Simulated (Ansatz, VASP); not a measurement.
# La3SnC in VASP and in Ansatz

```xyz
5
Lattice="5.2203 0.0000 0.0000 0.0000 5.2203 0.0000 0.0000 0.0000 5.2203" Properties=species:S:1:pos:R:3 pbc="T T T"
La    2.6101    0.0000   -0.0250
La    0.0000    2.6101    0.0000
La    0.0000    0.0000    2.6101
Sn    2.6101    2.6101    2.6101
C     0.0000    0.0000    0.0000
```

Alike in both runs: task single point; functional LDA; k mesh 4 × 4 × 4; occupations fermi-dirac, width 0.05 eV; no spin polarisation.

|  | VASP | Ansatz |
| --- | --- | --- |
| version | VASP 6.6.1 | Ansatz 0.2.0 |
| potentials or method | VASP PAW LDA potentials, release 64 (La, Sn_d, C), cutoff 520 eV | plane waves, PAW |
| valence electrons in the cell | 51 | 51 |

|  | VASP | Ansatz | Ansatz less VASP |
| --- | --- | --- | --- |
| rms of the force components (eV/Å) | 0.026 | 0.026 | 0.0000 |

LDA's correlation is that of Perdew and Zunger in VASP and of Perdew and Wang (1992) in Ansatz. Atom by atom the forces differ by 0.000 eV/Å (rms over components).

Neither program's run includes spin-orbit coupling.
